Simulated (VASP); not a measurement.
# Cr (Fm-3m) in VASP: notebook

The runs below take Cr through single point, with PBE.

Everything below comes from runs of VASP 6.6.1. Logs are shortened: lines on timing, memory, paths and dates and some standing lists are left out, and cuts for length are marked.

**1. The cell of the first run**

It takes space group Fm-3m (No. 225, cubic). Conventional cell: a = 3.575 Å, b = 3.575 Å, c = 3.575 Å, α = 90.00°, β = 90.00°, γ = 90.00°. Cr (site symmetry m-3m) has 12 Cr at 2.53 Å within 3.3 Å.

**2. Single point, PBE (volume scaled by 0.96)**

The input, INCAR:

```
  PREC = Accurate
  ENCUT = 520
  EDIFF = 1E-7
  ISMEAR = -1
  SIGMA = 0.1
  LREAL = F
  LASPH = T
  NELM = 100
  ALGO = Normal
  ISIF = 2
  LWAVE = F
  LCHARG = F
  GGA = PE
  NBANDS = 12
```

The input, KPOINTS:

```
Automatic mesh
0
Gamma
  17 17 17
```

The input, POSCAR:

```
Cr
1.0
    0.0000000000      1.7877482896      1.7877482896
    1.7877482896      0.0000000000      1.7877482896
    1.7877482896      1.7877482896      0.0000000000
Cr
1
Direct
    0.0000000000      0.0000000000      0.0000000000
```

Potentials or basis: VASP PAW PBE potentials, release 64 (Cr_pv).

Started as:

```
cat potpaw_PBE.64/Cr_pv/POTCAR > POTCAR
mpirun -np 1 vasp_std > vasp.out
```

OUTCAR:

```text
PREC = Accurate
   ENCUT = 520
   EDIFF = 1E-7
   ISMEAR = -1
   LREAL = F
   LASPH = T
   NELM = 100
   ISIF = 2
   GGA = PE

 ion  position               nearest neighbor table
   1  0.000  0.000  0.000-

  LATTYP: Found a face centered cubic cell.
 ALAT       =     3.5754965792

  Lattice vectors:

 A1 = (   0.0000000000,   1.7877482896,   1.7877482896)
 A2 = (   1.7877482896,   0.0000000000,   1.7877482896)
 A3 = (   1.7877482896,   1.7877482896,   0.0000000000)

Analysis of symmetry for initial positions (statically):
=====================================================================
 Subroutine PRICEL returns:
 Original cell was already a primitive cell.

 Routine SETGRP: Setting up the symmetry group for a
 face centered cubic supercell.

 Subroutine GETGRP returns: Found 48 space group operations
[... 9 lines left out ...]

 Routine SETGRP: Setting up the symmetry group for a
 face centered cubic supercell.

 Subroutine GETGRP returns: Found 48 space group operations
[... 11 lines left out ...]
                                     Primitive cell

  volume of cell :      11.4274

  direct lattice vectors                    reciprocal lattice vectors
     0.000000000  1.787748290  1.787748290    -0.279681431  0.279681431  0.279681431
     1.787748290  0.000000000  1.787748290     0.279681431 -0.279681431  0.279681431
     1.787748290  1.787748290  0.000000000     0.279681431  0.279681431 -0.279681431

  length of vectors
     2.528257877  2.528257877  2.528257877     0.484422449  0.484422449  0.484422449

  position of ions in fractional coordinates (direct lattice)
     0.000000000  0.000000000  0.000000000

  ion indices of the primitive-cell ions
   primitive index   ion index
                 1           1

----------------------------------------------------------------------------------------

 KPOINTS: Automatic mesh

Automatic generation of k-mesh.
 Grid dimensions read from file:
 generate k-points for:   17   17   17

 Generating k-lattice:

  Cartesian coordinates                     Fractional coordinates (reciprocal lattice)
    -0.016451849  0.016451849  0.016451849     0.058823529  0.000000000  0.000000000
     0.016451849 -0.016451849  0.016451849     0.000000000  0.058823529  0.000000000
     0.016451849  0.016451849 -0.016451849     0.000000000  0.000000000  0.058823529

  Length of vectors
     0.028495438  0.028495438  0.028495438

  Shift w.r.t. Gamma in fractional coordinates (k-lattice)
     0.000000000  0.000000000  0.000000000

 Subroutine IBZKPT returns following result:
 ===========================================

 Found    165 irreducible k-points:

 Following reciprocal coordinates:
            Coordinates               Weight
  0.000000  0.000000  0.000000      1.000000
  0.058824  0.000000  0.000000      8.000000
  0.117647  0.000000  0.000000      8.000000
  0.176471  0.000000  0.000000      8.000000
  0.235294  0.000000  0.000000      8.000000
  0.294118  0.000000  0.000000      8.000000
[... 16 lines left out ...]
 -0.176471  0.058824  0.000000     24.000000
 -0.117647  0.058824  0.000000     24.000000
 [... further k-points ...]
   k-points           NKPTS =    165   k-points in BZ     NKDIM =    165   number of bands    NBANDS=     12
   number of dos      NEDOS =    301   number of ions     NIONS =      1
   total plane-waves  NPLWV =   8000
   dimension x,y,z NGX =    20 NGY =   20 NGZ =   20
   dimension x,y,z NGXF=    40 NGYF=   40 NGZF=   40
   ions per type =               1
   NGX,Y,Z   is equivalent  to a cutoff of  13.15, 13.15, 13.15 a.u.
   NGXF,Y,Z  is equivalent  to a cutoff of  26.30, 26.30, 26.30 a.u.
 SYSTEM =  unknown system
   PREC   = accura    normal or accurate (medium, high low for compatibility)
   ISTART =      0    job   : 0-new  1-cont  2-samecut
   ICHARG =      2    charge: 1-file 2-atom 10-const
   ISPIN  =      1    spin polarized calculation?
   LNONCOLLINEAR =      F non collinear calculations
   LSORBIT =      F    spin-orbit coupling
   LASPH  =      T    aspherical Exc in radial PAW
   ENCUT  =  520.0 eV  38.22 Ry    6.18 a.u.   4.70  4.70  4.70*2*pi/ulx,y,z
   NELM   =    100;   NELMIN=  2; NELMDL= -5     # of ELM steps
   EDIFF  = 0.1E-06   stopping-criterion for ELM
   LREAL  =      F    real-space projection
   EDIFFG = 0.1E-05   stopping-criterion for IOM
   NSW    =      0    number of steps for IOM
   IBRION =     -1    ionic relax: 0-MD 1-quasi-New 2-CG
   NFREE  =      0    steps in history (QN), initial steepest desc. (CG)
   ISIF   =      2    stress and relaxation
   ISYM   =      2    0-nonsym 1-usesym 2-fastsym
   POTIM  = 0.5000    time-step for ionic-motion
   TEBEG  =    0.0;   TEEND  =   0.0 temperature during run
   PSTRESS=    0.0 pullay stress
   NELECT =      12.0000    total number of electrons
   NUPDOWN=      -1.0000    fix difference up-down
   EMIN   =  10.00;   EMAX   =-10.00  energy-range for DOS
   EFERMI =   0.00;   METHOD = LEGACY
   ISMEAR =    -1;   SIGMA  =   0.10  broadening in eV -4-tet -1-fermi 0-gaus
   EFERMI_NEDOS =   21; number of points for ismear=-14 and -15
   IALGO  =     38    algorithm
   IMIX   =      4    mixing-type and parameters
     AMIX     =   0.40;   BMIX     =  1.00
     AMIX_MAG =   1.60;   BMIX_MAG =  1.00
  volume/ion in A,a.u.               =      11.43        77.12
  Fermi-wavevector in a.u.,A,eV,Ry     =   1.663996  3.144496 37.672924  2.768882
  Thomas-Fermi vector in A             =   2.750616
   LORBIT       =      0    0 simple, 1 ext, 2 COOP (PROOUT), +10 PAW based schemes
   GGA     = PE    functional components
   LHFCALC =     F    Hartree Fock is set to
   AEXX    =    0.0000 exact exchange contribution
   IVDW    =     0    specifies the selected vdW correction
   LEPSILON=     F    determine dielectric tensor
   LRPA    =     F    only Hartree local field effects (RPA)
 non-spin polarized calculation
  energy-cutoff  :      520.00
  volume of cell :       11.43
 maximum number of plane-waves:       331
   NGX =  9   NGY =  9   NGZ =  9

 number of electron      12.0000004 magnetization

 Free energy of the ion-electron system (eV)
  ---------------------------------------------------
  ext. energy  EPLUGINS =         0.00000000
  ---------------------------------------------------
  free energy    TOTEN  =        -9.13913000 eV

  energy without entropy =       -9.08345229  energy(sigma->0) =       -9.11129115

 E-fermi :  10.8848     XC(G=0): -13.7201

 val. band max:       10.8834198353   @ k =   0.3529   0.1176   0.0588
 cond. band min:      10.8861107741   @ k =  -0.4706   0.1765   0.0588
 fundamental gap:      0.0026909388
 Fermi energy:        10.8848396910

 k-point     1 :       0.0000    0.0000    0.0000
  band No.  band energies     occupation
      1     -31.4233      2.00000
      2     -31.4233      2.00000
      3     -31.4233      2.00000
      4       3.2406      2.00000
      5      10.4154      1.98187
      6      10.4154      1.98187
      7      10.4154      1.98187
      8      12.2737      0.00000
      9      12.2737      0.00000
     10      18.4427      0.00000
     11      30.9212      0.00000
     12      36.7756      0.00000

 k-point     2 :       0.0588    0.0000    0.0000
  band No.  band energies     occupation
      1     -31.4568      2.00000
      2     -31.4274      2.00000
      3     -31.4274      2.00000
      4       3.3862      2.00000
      5      10.3442      1.99106
      6      10.4648      1.97046
      7      10.4648      1.97046
      8      12.2454      0.00000
      9      12.2454      0.00000
     10      18.4426      0.00000
     11      30.9901      0.00000
     12      35.5421      0.00000

 k-point     3 :       0.1176    0.0000    0.0000
  band No.  band energies     occupation
      1     -31.5523      2.00000
      2     -31.4393      2.00000
      3     -31.4393      2.00000
      4       3.8095      2.00000
      5      10.1554      1.99864
      6      10.5903      1.90012
      7      10.5903      1.90012
      8      12.1862      0.00000
      9      12.1862      0.00000
     10      18.4425      0.00000
     11      30.9832      0.00000
     12      33.5021      0.00000

 k-point     4 :       0.1765    0.0000    0.0000
  band No.  band energies     occupation
      1     -31.6956      2.00000
      2     -31.4573      2.00000
      3     -31.4573      2.00000
      4       4.4657      2.00000
      5       9.9197      1.99987
      6      10.7162      1.68750
      7      10.7162      1.68750
      8      12.1781      0.00000
      9      12.1781      0.00000
     10      18.4422      0.00000
     11      29.9374      0.00000
     12      32.3075      0.00000

 k-point     5 :       0.2353    0.0000    0.0000
  band No.  band energies     occupation
      1     -31.8658      2.00000
      2     -31.4788      2.00000
      3     -31.4788      2.00000
      4       5.2619      2.00000
      5       9.7511      1.99998
      6      10.7377      1.62647
      7      10.7377      1.62647
      8      12.3279      0.00000
      9      12.3279      0.00000
     10      18.4420      0.00000
     11      27.8712      0.00000
     12      31.8557      0.00000
[... 228 lines left out ...]
      1     -32.0906      2.00000
      2     -31.5429      2.00000
      3     -31.4993      2.00000
      4       6.3436      2.00000
      5       9.8101      1.99996
      6      10.5298      1.94419
      7      10.6561      1.81564
      8      12.5129      0.00000
      9      13.1443      0.00000
     10      18.4412      0.00000
     11      25.0440      0.00000
     12      30.8997      0.00000

 k-point    22 :      -0.2353    0.0588    0.0000
  band No.  band energies     occupation
      1     -31.9265      2.00000
      2     -31.5206      2.00000
      3     -31.4762      2.00000
      4       5.6425      2.00000
      5       9.6506      1.99999
      6      10.6794      1.77280
      7      10.7938      1.42636
      8      12.1376      0.00001
      9      12.7548      0.00000
     10      18.4418      0.00000
     11      27.2125      0.00000
     12      31.4276      0.00000

 k-point    23 :      -0.1765    0.0588    0.0000
  band No.  band energies     occupation
      1     -31.7584      2.00000
      2     -31.4954      2.00000
      3     -31.4548      2.00000
      4       4.8372      2.00000
      5       9.7714      1.99997
      6      10.7454      1.60271
      7      10.8142      1.33905
      8      11.9465      0.00005
      9      12.4671      0.00000
     10      18.4422      0.00000
     11      29.3739      0.00000
     12      31.8525      0.00000

 k-point    24 :      -0.1176    0.0588    0.0000
  band No.  band energies     occupation
      1     -31.6100      2.00000
      2     -31.4701      2.00000
      3     -31.4383      2.00000
      4       4.1268      2.00000
      5      10.0009      1.99971
      6      10.6847      1.76181
      7      10.6878      1.75535
      8      11.9861      0.00003
      9      12.3297      0.00000
     10      18.4424      0.00000
     11      30.8796      0.00000
     12      32.6501      0.00000

 [... further k-points ...]
[... 5 lines left out ...]
  --------------------------------------------------------------------------------------
  -------------------------------------------------------------------------------------
  Total        0.7078079      0.7078079      0.7078079     -0.0000000      0.0000000     -0.0000000
  in kB       99.2377414     99.2377414     99.2377414     -0.0000000      0.0000000     -0.0000000
  external PRESSURE =      99.2377414 kB  Pullay stress =       0.0000000 kB

 VOLUME and BASIS-vectors are now :
 -----------------------------------------------------------------------------
  energy-cutoff  :      520.00
  volume of cell :       11.43
      direct lattice vectors                 reciprocal lattice vectors
     0.000000000  1.787748290  1.787748290    -0.279681431  0.279681431  0.279681431
     1.787748290  0.000000000  1.787748290     0.279681431 -0.279681431  0.279681431
     1.787748290  1.787748290  0.000000000     0.279681431  0.279681431 -0.279681431

 POSITION                                       TOTAL-FORCE (eV/Angst)
 -----------------------------------------------------------------------------------
      0.00000      0.00000      0.00000         0.000000      0.000000      0.000000
 -----------------------------------------------------------------------------------
    total drift:                                0.000000      0.000000      0.000000

  FREE ENERGIE OF THE ION-ELECTRON SYSTEM (eV)
  ---------------------------------------------------
  free  energy   TOTEN  =        -9.1391300038 eV

  energy  without entropy=       -9.0834522893  energy(sigma->0) =       -9.11129115
```

Wall time 16 s (1 thread of Intel Xeon 6975P-C, shared host); peak memory 0.14 GiB.

Results:

- Free energy: -9.1391 eV
- Pressure: 9.9 GPa
- Band gap on the k mesh: zero (band 6 reaches 13.50 eV, above the bottom of band 7 at 10.42 eV)

Levels at points of the mesh, in eV from the Fermi level:
| k point | band 2 | band 3 | band 4 | band 5 | band 6 | band 7 | band 8 | band 9 | band 10 | band 11 |
| --- | --- | --- | --- | --- | --- | --- | --- | --- | --- | --- |
| (0.00, 0.00, 0.00) | -42.31 | -42.31 | -7.64 | -0.47 | -0.47 | -0.47 | 1.39 | 1.39 | 7.56 | 20.04 |

Caveat: the cell differs from its parent crystal (volume scaled by 0.96); the run has no spin polarisation, though such a crystal can be magnetic. Spin polarisation is off, so any magnetic state and its effect on volume and gap are missing.

**3. Single point, PBE**

This run uses another cell than the first one, of 11.90 Å³/atom, 1.042 times its volume.

The input, INCAR:

```
PREC = Accurate
ENCUT = 520
EDIFF = 1E-7
ISMEAR = -1
SIGMA = 0.1
LREAL = F
LASPH = T
NELM = 100
ALGO = Normal
ISIF = 2
LWAVE = F
LCHARG = T
GGA = PE
LELF = T
LVHAR = T
NBANDS = 12
```

The input, KPOINTS:

```
regular mesh
0
Gamma
  17 17 17
```

The input, POSCAR:

```
Cr
1.0
    0.0000000000      1.8122410358      1.8122410358
    1.8122410358      0.0000000000      1.8122410358
    1.8122410358      1.8122410358      0.0000000000
Cr
1
Direct
    0.0000000000      0.0000000000      0.0000000000
```

Potentials or basis: VASP PAW PBE potentials, release 64 (Cr_pv).

Started as:

```
cat potpaw_PBE.64/Cr_pv/POTCAR > POTCAR
mpirun -np 1 vasp_std > vasp.out
```

OUTCAR:

```text
PREC = Accurate
   ENCUT = 520
   EDIFF = 1E-7
   ISMEAR = -1
   LREAL = F
   LASPH = T
   NELM = 100
   ISIF = 2
   GGA = PE

 ion  position               nearest neighbor table
   1  0.000  0.000  0.000-

  LATTYP: Found a face centered cubic cell.
 ALAT       =     3.6244820716

  Lattice vectors:

 A1 = (   0.0000000000,   1.8122410358,   1.8122410358)
 A2 = (   1.8122410358,   0.0000000000,   1.8122410358)
 A3 = (   1.8122410358,   1.8122410358,   0.0000000000)

[... 536 lines left out ...]
     12      31.6456      0.00000

 [... further k-points ...]

------------------------ aborting loop because EDIFF is reached ----------------------------------------

  FORCE on cell =-STRESS in cart. coord.  units (eV):
  Direction    XX          YY          ZZ          XY          YZ          ZX
  --------------------------------------------------------------------------------------
  -------------------------------------------------------------------------------------
  Total       -0.0383202     -0.0383202     -0.0383202     -0.0000000     -0.0000000      0.0000000
  in kB       -5.1577496     -5.1577496     -5.1577496     -0.0000000     -0.0000000      0.0000000
  external PRESSURE =      -5.1577496 kB  Pullay stress =       0.0000000 kB

 VOLUME and BASIS-vectors are now :
 -----------------------------------------------------------------------------
  energy-cutoff  :      520.00
  volume of cell :       11.90
      direct lattice vectors                 reciprocal lattice vectors
     0.000000000  1.812241036  1.812241036    -0.275901489  0.275901489  0.275901489
     1.812241036  0.000000000  1.812241036     0.275901489 -0.275901489  0.275901489
     1.812241036  1.812241036  0.000000000     0.275901489  0.275901489 -0.275901489

 POSITION                                       TOTAL-FORCE (eV/Angst)
 -----------------------------------------------------------------------------------
      0.00000      0.00000      0.00000        -0.000000      0.000000      0.000000
 -----------------------------------------------------------------------------------
    total drift:                                0.000000      0.000000      0.000000

  FREE ENERGIE OF THE ION-ELECTRON SYSTEM (eV)
  ---------------------------------------------------
  free  energy   TOTEN  =        -9.1527818925 eV

  energy  without entropy=       -9.0941461463  energy(sigma->0) =       -9.12346402
```

OSZICAR:

```text
N       E                     dE             d eps       ncg     rms          rms(c)
DAV:   1     0.819763715066E+02    0.81976E+02   -0.71101E+03  3964   0.119E+03
DAV:   2    -0.952970570057E+01   -0.91506E+02   -0.88529E+02  4016   0.299E+02
DAV:   3    -0.107551834450E+02   -0.12255E+01   -0.12125E+01  4484   0.413E+01
DAV:   4    -0.107618881628E+02   -0.67047E-02   -0.67042E-02  4300   0.305E+00
DAV:   5    -0.107619685079E+02   -0.80345E-04   -0.80345E-04  4424   0.310E-01    0.122E+01
DAV:   6    -0.918332630793E+01    0.15786E+01   -0.40666E+00  4196   0.354E+01    0.185E+00
DAV:   7    -0.916299302815E+01    0.20333E-01   -0.84594E-02  4052   0.431E+00    0.913E-01
DAV:   8    -0.915301693416E+01    0.99761E-02   -0.32918E-03  4352   0.877E-01    0.168E-01
DAV:   9    -0.915278345135E+01    0.23348E-03   -0.73815E-04  4056   0.447E-01    0.410E-02
DAV:  10    -0.915278554969E+01   -0.20983E-05   -0.14524E-05  4352   0.451E-02    0.531E-03
DAV:  11    -0.915278191828E+01    0.36314E-05   -0.66232E-07  4292   0.133E-02    0.863E-04
DAV:  12    -0.915278189254E+01    0.25735E-07   -0.46534E-09  2076   0.900E-04
   1 F= -.91527819E+01 E0= -.91234640E+01  d E =-.586357E-01
```

stdout:

```text
POSCAR found type information on POSCAR Cr
 POSCAR found :  1 types and       1 ions
 scaLAPACK will be used
 LDA part: xc-table for (Slater+PW92), standard interpolation
 POSCAR, INCAR and KPOINTS ok, starting setup
 FFT: planning ... GRIDC
 FFT: planning ... GRID_SOFT
 FFT: planning ... GRID
 WAVECAR not read
 entering main loop
```

Wall time 15 s (1 thread of Intel Xeon 6975P-C, shared host); peak memory 0.14 GiB.

Results:

| Item | Value |
| --- | --- |
| Free energy | -9.1528 eV |
| Pressure | -0.5 GPa |
| Band gap on the k mesh | zero (band 6 reaches 12.79 eV, above the bottom of band 7 at 9.88 eV) |

Levels at points of the mesh, in eV from the Fermi level:
| k point | band 3 | band 4 | band 5 | band 6 | band 7 | band 8 | band 9 | band 10 |
| --- | --- | --- | --- | --- | --- | --- | --- | --- |
| (0.00, 0.00, 0.00) | -42.38 | -7.51 | -0.44 | -0.44 | -0.44 | 1.31 | 1.31 | 7.51 |

Caveat: the run has no spin polarisation, though such a crystal can be magnetic. Spin polarisation is off, so any magnetic state and its effect on volume and gap are missing.

**4. Single point, PBE (volume scaled by 1.04)**

The input, INCAR:

```
SYSTEM = Cr
PREC     = Accurate       ! precision mode
ENCUT    = 520            ! plane-wave cutoff, eV
EDIFF    = 1E-6           ! SCF threshold, eV
ISMEAR   = -1             ! smearing method
SIGMA    = 0.1            ! smearing width, eV
LREAL    = .FALSE.        ! projectors in reciprocal space
LASPH    = .TRUE.         ! aspherical terms in the spheres
NELM     = 80             ! most SCF steps
ALGO     = Normal         ! electronic algorithm
ISIF     = 2              ! what is computed and relaxed
LWAVE    = .FALSE.        ! write WAVECAR
LCHARG   = .TRUE.         ! write CHGCAR
GGA      = PE             ! functional
LELF     = .TRUE.         ! ELF
LVHAR    = .TRUE.       
NBANDS   = 12             ! bands
```

The input, KPOINTS:

```
regular mesh
0
G
  17 17 17
  0 0 0
```

The input, POSCAR:

```
Cr
1.0
    0.0000000000      1.8360890474      1.8360890474
    1.8360890474      0.0000000000      1.8360890474
    1.8360890474      1.8360890474      0.0000000000
Cr
1
Direct
    0.0000000000      0.0000000000      0.0000000000
```

Started as:

```
cat potpaw_PBE.64/Cr_pv/POTCAR > POTCAR
mpirun -np 1 vasp_std > vasp.out
```

Wall time 18 s (1 thread of Intel Xeon 6975P-C, shared host); peak memory 0.14 GiB.

The run converged. Its results:

| Quantity | Value |
| --- | --- |
| Free energy | -9.1385 eV |
| Pressure | -9.0 GPa |
| Band gap on the k mesh | zero (band 6 reaches 12.13 eV, above the bottom of band 7 at 9.38 eV) |

Levels at points of the mesh, in eV from the Fermi level:
```
           k point  band 3  band 4  band 5  band 6  band 7  band 8  band 9  band 10
(0.00, 0.00, 0.00)  -42.45   -7.38   -0.41   -0.41   -0.41    1.24    1.24     7.47
```

Caveat: the cell differs from its parent crystal (volume scaled by 1.04); the run has no spin polarisation, though such a crystal can be magnetic.

(Continued in part 2 of 2.)
